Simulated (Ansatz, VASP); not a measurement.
# TiW2: VASP beside Ansatz

```
Ti W
1.0
     2.79345    0.00000    0.00000
    -1.39673    2.41920    0.00000
     0.00000    0.00000   14.73111
Ti W
2 4
Direct
  0.33333 0.66667 0.75000
  0.66667 0.33333 0.25000
  0.33333 0.66667 0.08359
  0.33333 0.66667 0.41641
  0.66667 0.33333 0.91641
  0.66667 0.33333 0.58359
```

Alike in both runs: functional PBE; k mesh 18 × 18 × 4; occupations gaussian, width 0.1 eV; no spin polarisation.

Ansatz relaxed the structure, and its values are those at the end. VASP's run is a single point on that final structure, the one shown.

```csv
,VASP,Ansatz
version,VASP 6.6.1,Ansatz 0.2.0
potentials or method,"VASP PAW PBE potentials, release 64 (Ti_sv, W_sv), cutoff 520 eV","scalar-relativistic, plane waves, PAW"
valence electrons in the cell,80,80
```

|  | VASP | Ansatz | Ansatz less VASP |
| --- | --- | --- | --- |
| gap on the k mesh at the Fermi level (eV) | none | none | - |
| pressure (GPa) | 0.1 | 0.0 | -0.17 |
| rms of the force components (eV/Å) | 0.008 | 0.001 | -0.0068 |

A gap of «none» marks a metal or a gap that the smearing closes. With one functional, cell and mesh, what is left measures potentials, basis and numerics.

Spin-orbit coupling is off throughout.
